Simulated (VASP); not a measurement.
# Si16NiH6 in VASP: single point with LDA

Aim: the single point of Si16NiH6 with LDA.

Program: VASP 6.6.1. These are calculated values, not measurements. Logs are shortened: lines on timing, memory, paths and dates and some standing lists are left out, and cuts for length are marked.

## (1) The cell of the first run

The cell holds a slab with vacuum, 23 atoms: a = 7.679 Å, b = 7.679 Å, c = 18.869 Å, α = 90.00°, β = 90.00°, γ = 60.00°.

## (2) Single point, LDA, collinear spin, ferromagnetic start

INCAR reads:

```
SYSTEM = Si16NiH6
ALGO = Normal
EDIFF = 1E-6
ENCUT = 520
ISIF = 2
ISMEAR = -1
ISPIN = 2
LASPH = .True.
LCHARG = .False.
LMAXMIX = 4
LORBIT = 11
LREAL = Auto
LWAVE = .False.
MAGMOM = 0 0 0 0 0 0 0 0 0 0 0 0 0 0 0 0 0 0 0 0 0 0 0.51
NBANDS = 61
NELM = 150
PREC = Accurate
SIGMA = 0.05
```

KPOINTS reads:

```
k-points
0
Gamma
  2 2 1
  0 0 0
```

POSCAR reads:

```
Si16NiH6
1.0
    7.6791800000      0.0000000000      0.0000000000
    3.8395900000      6.6503650000      0.0000000000
    0.0000000000      0.0000000000     18.8687650000
H Si Ni
6 16 1
Direct
    0.1666668792      0.1666675438      0.0529976392
    0.6666681814      0.1666675438      0.0529976392
    0.1666662146      0.6666701752      0.0529976392
    0.6666675168      0.6666701752      0.0529976392
    0.0388379165      0.4545164062      0.4068257779
    0.5198116453      0.4074062100      0.4025382689
    0.1666668792      0.1666675438      0.1324940981
    0.6666681814      0.1666675438      0.1324940981
    0.1666662146      0.6666701752      0.1324940981
    0.6666675168      0.6666701752      0.1324940981
   -0.1559080929      0.3330944993      0.1714738617
    0.3290935370      0.3211101947      0.1687709821
   -0.1681943629      0.8334730500      0.1742244392
    0.3243649477      0.8180152518      0.1739912496
   -0.1697434592      0.3378461182      0.2931246428
    0.3202703891      0.3105243096      0.2883018576
   -0.1714767744      0.8437882733      0.3032471919
    0.3257324673      0.7958510548      0.2998076451
   -0.0197013823      0.0088265832      0.3439440790
    0.4851226576     -0.0196229831      0.3211232956
    0.0030651677      0.5010852788      0.3265555536
    0.5001709264      0.4472085367      0.3267198463
    0.0016048484     -0.0111272088      0.4564527673
```

Potentials or basis: VASP PAW LDA potentials, release 64 (H, Si, Ni).

Command:

```bash
> cat potpaw_LDA.64/H/POTCAR potpaw_LDA.64/Si/POTCAR potpaw_LDA.64/Ni/POTCAR > POTCAR
> mpirun -np 1 vasp_std > vasp.out
```

OUTCAR:

```text
SYSTEM = Si16NiH6
   EDIFF = 1E-6
   ENCUT = 520
   ISIF = 2
   ISMEAR = -1
   ISPIN = 2
   LASPH = .True.
   LORBIT = 11
   LREAL = Auto
   NELM = 150
   PREC = Accurate

 ion  position               nearest neighbor table
   1  0.167  0.167  0.053-   7 1.50
   2  0.667  0.167  0.053-   8 1.50
   3  0.167  0.667  0.053-   9 1.50
   4  0.667  0.667  0.053-  10 1.50
   5  0.039  0.455  0.407-  21 1.55
   6  0.520  0.407  0.403-  22 1.45
   7  0.167  0.167  0.132-   1 1.50  12 2.22  11 2.27  14 2.45
   8  0.667  0.167  0.132-   2 1.50  12 2.35  13 2.35  11 2.40
   9  0.167  0.667  0.132-   3 1.50  14 2.20  13 2.36  12 2.40
  10  0.667  0.667  0.132-   4 1.50  11 2.34  13 2.34  14 2.41
  11  0.844  0.333  0.171-   7 2.27  15 2.30  10 2.34   8 2.40
  12  0.329  0.321  0.169-   7 2.22  16 2.26   8 2.35   9 2.40
  13  0.832  0.833  0.174-  10 2.34   8 2.35   9 2.36  17 2.44
  14  0.324  0.818  0.174-   9 2.20  18 2.38  10 2.41   7 2.45
  15  0.830  0.338  0.293-  11 2.30  21 2.32  22 2.32  19 2.39
  16  0.320  0.311  0.288-  22 2.23  21 2.24  12 2.26  20 2.28
  17  0.829  0.844  0.303-  19 2.24  21 2.32  20 2.32  13 2.44
  18  0.326  0.796  0.300-  20 2.32  22 2.37  14 2.38  19 2.46
  19  0.980  0.009  0.344-  23 2.13  17 2.24  15 2.39  18 2.46
  20  0.485  0.980  0.321-  16 2.28  17 2.32  18 2.32
  21  0.003  0.501  0.327-   5 1.55  16 2.24  17 2.32  15 2.32
  22  0.500  0.447  0.327-   6 1.45  16 2.23  15 2.32  18 2.37
  23  0.002  0.989  0.456-  19 2.13

  LATTYP: Found a hexagonal cell.
 ALAT       =     7.6791800344
 C/A-ratio  =     2.4571327818

  Lattice vectors:

 A1 = (  -3.8395900000,  -6.6503650000,   0.0000000000)
 A2 = (   7.6791800000,   0.0000000000,   0.0000000000)
 A3 = (   0.0000000000,   0.0000000000,  18.8687650000)

Analysis of symmetry for initial positions (statically):
=====================================================================
 Subroutine PRICEL returns:
 Original cell was already a primitive cell.

 Routine SETGRP: Setting up the symmetry group for a
 hexagonal supercell.

 Subroutine GETGRP returns: Found  1 space group operations
 (whereof  1 operations were pure point group operations)
 out of a pool of 24 trial point group operations.

The static configuration has the point symmetry C_1 .

Analysis of symmetry for dynamics (positions and initial velocities):
=====================================================================
 Subroutine PRICEL returns:
 Original cell was already a primitive cell.

 Routine SETGRP: Setting up the symmetry group for a
 hexagonal supercell.

 Subroutine GETGRP returns: Found  1 space group operations
 (whereof  1 operations were pure point group operations)
 out of a pool of 24 trial point group operations.

The dynamic configuration has the point symmetry C_1 .

Analysis of structural, dynamic, and magnetic symmetry:
=====================================================================
 Subroutine PRICEL returns:
 Original cell was already a primitive cell.

 Routine SETGRP: Setting up the symmetry group for a
 hexagonal supercell.

 Subroutine GETGRP returns: Found  1 space group operations
 (whereof  1 operations were pure point group operations)
 out of a pool of 24 trial point group operations.

The overall configuration has the point symmetry C_1 .

 Subroutine INISYM returns: Found  1 space group operations
 (whereof  1 operations are pure point group operations),
 and found     1 'primitive' translations

----------------------------------------------------------------------------------------

                                     Primitive cell

  volume of cell :     963.6156

  direct lattice vectors                    reciprocal lattice vectors
     7.679180000  0.000000000  0.000000000     0.130222237 -0.075183843  0.000000000
     3.839590000  6.650365000  0.000000000     0.000000000  0.150367687  0.000000000
     0.000000000  0.000000000 18.868765000     0.000000000  0.000000000  0.052997639

  length of vectors
     7.679180000  7.679180034 18.868765000     0.150367687  0.150367687  0.052997639

  position of ions in fractional coordinates (direct lattice)
     0.166666879  0.166667544  0.052997639
     0.666668181  0.166667544  0.052997639
     0.166666215  0.666670175  0.052997639
     0.666667517  0.666670175  0.052997639
[... 85 lines left out ...]
   NGXF,Y,Z  is equivalent  to a cutoff of  25.98, 25.98, 24.67 a.u.
 SYSTEM =  Si16NiH6
   PREC   = accura    normal or accurate (medium, high low for compatibility)
   ISTART =      0    job   : 0-new  1-cont  2-samecut
   ICHARG =      2    charge: 1-file 2-atom 10-const
   ISPIN  =      2    spin polarized calculation?
   LNONCOLLINEAR =      F non collinear calculations
   LSORBIT =      F    spin-orbit coupling
   LASPH  =      T    aspherical Exc in radial PAW
   ENCUT  =  520.0 eV  38.22 Ry    6.18 a.u.  14.28 14.28 35.08*2*pi/ulx,y,z
   NELM   =    150;   NELMIN=  2; NELMDL= -5     # of ELM steps
   EDIFF  = 0.1E-05   stopping-criterion for ELM
   LREAL  =      T    real-space projection
   EDIFFG = 0.1E-04   stopping-criterion for IOM
   NSW    =      0    number of steps for IOM
   IBRION =     -1    ionic relax: 0-MD 1-quasi-New 2-CG
   NFREE  =      0    steps in history (QN), initial steepest desc. (CG)
   ISIF   =      2    stress and relaxation
   ISYM   =      2    0-nonsym 1-usesym 2-fastsym
   POTIM  = 0.5000    time-step for ionic-motion
   TEBEG  =    0.0;   TEEND  =   0.0 temperature during run
   PSTRESS=    0.0 pullay stress
   NELECT =      80.0000    total number of electrons
   NUPDOWN=      -1.0000    fix difference up-down
   EMIN   =  10.00;   EMAX   =-10.00  energy-range for DOS
   EFERMI =   0.00;   METHOD = LEGACY
   ISMEAR =    -1;   SIGMA  =   0.05  broadening in eV -4-tet -1-fermi 0-gaus
   EFERMI_NEDOS =   21; number of points for ismear=-14 and -15
   IALGO  =     38    algorithm
   IMIX   =      4    mixing-type and parameters
     AMIX     =   0.40;   BMIX     =  1.00
     AMIX_MAG =   1.60;   BMIX_MAG =  1.00
  volume/ion in A,a.u.               =      41.90       282.73
  Fermi-wavevector in a.u.,A,eV,Ry     =   0.714173  1.349592  6.939562  0.510043
  Thomas-Fermi vector in A             =   1.802004
   LORBIT       =     11    0 simple, 1 ext, 2 COOP (PROOUT), +10 PAW based schemes
   GGA     = CA    functional components
   LHFCALC =     F    Hartree Fock is set to
   AEXX    =    0.0000 exact exchange contribution
   IVDW    =     0    specifies the selected vdW correction
   LEPSILON=     F    determine dielectric tensor
   LRPA    =     F    only Hartree local field effects (RPA)
 spin polarized calculation
  energy-cutoff  :      520.00
  volume of cell :      963.62
 maximum number of plane-waves:     25966
 NGX is ok and might be reduce to    60
   NGX = 29   NGY = 29   NGZ = 71

 number of electron      80.0000001 magnetization      -0.0000233

 number of electron      80.0000001 magnetization       0.0014974

 Free energy of the ion-electron system (eV)
  ---------------------------------------------------
  ext. energy  EPLUGINS =         0.00000000
  ---------------------------------------------------
  free energy    TOTEN  =      -114.35188096 eV

  energy without entropy =     -114.23490370  energy(sigma->0) =     -114.29339233

 E-fermi :  -0.8519     XC(G=0):  -4.4497

 val. band max:       -0.9291065354   @ k =   0.0000   0.0000   0.0000
 cond. band min:      -0.8498622153   @ k =   0.0000   0.0000   0.0000
 fundamental gap:      0.0792443201
 Fermi energy:        -0.8518956401

 spin component 1

 k-point     1 :       0.0000    0.0000    0.0000
  band No.  band energies     occupation
      1     -12.6347      1.00000
      2     -11.3990      1.00000
      3     -10.5443      1.00000
      4     -10.3744      1.00000
      5     -10.2222      1.00000
      6      -9.6979      1.00000
[... 209 lines left out ...]
     51       2.5077      0.00000
     52       2.5845      0.00000
 Fermi energy:        -0.8518956401

 spin component 2

 k-point     1 :       0.0000    0.0000    0.0000
  band No.  band energies     occupation
      1     -12.6347      1.00000
      2     -11.3989      1.00000
      3     -10.5443      1.00000
      4     -10.3743      1.00000
      5     -10.2221      1.00000
      6      -9.6978      1.00000
[... 209 lines left out ...]
     51       2.5078      0.00000
     52       2.5845      0.00000
 [bands above 52 left out]

------------------------ aborting loop because EDIFF is reached ----------------------------------------

  FORCE on cell =-STRESS in cart. coord.  units (eV):
  Direction    XX          YY          ZZ          XY          YZ          ZX
  --------------------------------------------------------------------------------------
  -------------------------------------------------------------------------------------
  Total        4.5202339     -1.5634578      2.0828381      2.3683834      4.2180605      3.5529651
  in kB        7.5156698     -2.5995186      3.4630781      3.9378466      7.0132542      5.9074183
  external PRESSURE =       2.7930764 kB  Pullay stress =       0.0000000 kB

 VOLUME and BASIS-vectors are now :
 -----------------------------------------------------------------------------
  energy-cutoff  :      520.00
  volume of cell :      963.62
      direct lattice vectors                 reciprocal lattice vectors
     7.679180000  0.000000000  0.000000000     0.130222237 -0.075183843  0.000000000
     3.839590000  6.650365000  0.000000000     0.000000000  0.150367687  0.000000000
     0.000000000  0.000000000 18.868765000     0.000000000  0.000000000  0.052997639

 POSITION                                       TOTAL-FORCE (eV/Angst)
 -----------------------------------------------------------------------------------
      1.91980      1.10840      1.00000        -0.073799     -0.119678     -0.106800
      5.75940      1.10840      1.00000        -0.016542     -0.058892     -0.093804
      3.83960      4.43360      1.00000        -0.046122      0.023953     -0.143226
      7.67920      4.43360      1.00000         0.016961      0.048850     -0.097155
      2.04340      3.02270      7.67630        -0.063429      0.309498     -0.430440
      5.55600      2.70940      7.59540         0.009519      0.071831      0.989845
[... 15 lines left out ...]
      5.55800      2.97410      6.16480         1.082737      1.148387     -0.075898
      3.80919      6.57637      8.61270         0.003323      0.074004     -0.765038
 -----------------------------------------------------------------------------------
    total drift:                                0.003023      0.001752     -0.000401

  FREE ENERGIE OF THE ION-ELECTRON SYSTEM (eV)
  ---------------------------------------------------
  free  energy   TOTEN  =      -114.3518809559 eV

  energy  without entropy=     -114.2349036951  energy(sigma->0) =     -114.29339233

 total charge

# of ion       s       p       d       tot
------------------------------------------
    1        0.541   0.014   0.000   0.555
    2        0.540   0.014   0.000   0.554
    3        0.541   0.014   0.000   0.555
    4        0.539   0.014   0.000   0.553
    5        0.521   0.012   0.000   0.534
    6        0.560   0.016   0.000   0.576
[... 15 lines left out ...]
   22        0.751   1.018   0.000   1.769
   23        0.503   0.086   8.508   9.097
--------------------------------------------------
tot         15.813  15.749   8.508  40.071

 magnetization (x)

# of ion       s       p       d       tot
------------------------------------------
    1        0.000  -0.000   0.000   0.000
    2        0.000  -0.000   0.000   0.000
    3        0.000   0.000   0.000   0.000
    4       -0.000  -0.000   0.000  -0.000
    5        0.000   0.000   0.000   0.000
    6        0.000   0.000   0.000   0.000
[... 15 lines left out ...]
   22        0.000   0.000   0.000   0.000
   23        0.000   0.000  -0.001  -0.001
--------------------------------------------------
tot          0.000   0.000  -0.001  -0.000
```

Wall time 37 min (1 thread of Intel Xeon Platinum 8488C (Sapphire Rapids), shared host); peak memory 1 GiB.

Results:

- Free energy: -114.3519 eV
- Largest force: 2.324 eV/Å
- Band gap on the k mesh: 0.08 eV
- Net moment: 0.00 μB per cell
- Valence electrons inside the program's atomic spheres: H 0.56, 0.55, 0.53, 0.58 (each value once); Si 1.76, 1.72, 1.75, 1.74, 1.70, 1.71, 1.79, 1.68, 1.69, 1.77 (each value once); Ni 9.10

Forces in eV/Å, atoms in the order of the input:
```
H   -0.074 -0.120 -0.107
H   -0.017 -0.059 -0.094
H   -0.046  0.024 -0.143
H    0.017  0.049 -0.097
H   -0.063  0.309 -0.430
H    0.010  0.072  0.990
Si  -0.610 -1.480 -0.362
Si   0.302  0.031  0.290
Si  -1.442 -1.065 -0.234
Si  -0.383  0.053  0.406
Si  -1.174  0.119 -0.226
Si   1.303  0.859 -0.455
Si  -0.109  0.254  0.220
Si   1.996  1.146  0.321
Si  -0.111 -0.787 -0.025
Si   0.061 -0.479 -0.402
Si  -0.719 -0.346 -0.922
Si  -0.501  0.549  0.094
Si   1.424  0.180  0.639
Si  -0.069 -0.673 -0.246
Si  -0.879  0.143  1.625
Si   1.083  1.148 -0.076
Ni   0.003  0.074 -0.765
```

Levels at points of the mesh, in eV from the valence-band top:
Spin up:
```tsv
k point	band 38	band 39	band 40	band 41	band 42	band 43
(0.00, 0.00, 0.00)	-0.08	-0.05	0.00	0.08	0.75	0.85
(0.50, 0.00, 0.00)	-0.11	-0.05	-0.05	0.18	1.36	1.48
(0.50, 0.50, 0.00)	-0.10	-0.05	-0.04	0.19	1.39	1.67
(0.00, 0.50, 0.00)	-0.13	-0.06	-0.04	0.17	1.10	1.52
```
Spin down:
| k point | band 36 | band 37 | band 38 | band 39 | band 40 | band 41 | band 42 | band 43 | band 44 | band 45 |
| --- | --- | --- | --- | --- | --- | --- | --- | --- | --- | --- |
| (0.00, 0.00, 0.00) | -0.28 | -0.18 | -0.08 | -0.05 | 0.00 | 0.08 | 0.75 | 0.85 | 1.03 | 1.48 |
| (0.50, 0.00, 0.00) | -0.34 | -0.23 | -0.11 | -0.05 | -0.05 | 0.18 | 1.36 | 1.48 | 1.82 | 2.16 |
| (0.50, 0.50, 0.00) | -0.32 | -0.22 | -0.10 | -0.05 | -0.04 | 0.19 | 1.39 | 1.67 | 1.88 | 2.23 |
| (0.00, 0.50, 0.00) | -0.39 | -0.21 | -0.13 | -0.06 | -0.04 | 0.17 | 1.10 | 1.52 | 1.96 | 2.14 |

Caveat: the k points lie up to 0.47 Å⁻¹ apart; there is no dipole correction, which matters where the two faces differ; the moments typed at the start vanished in this run.
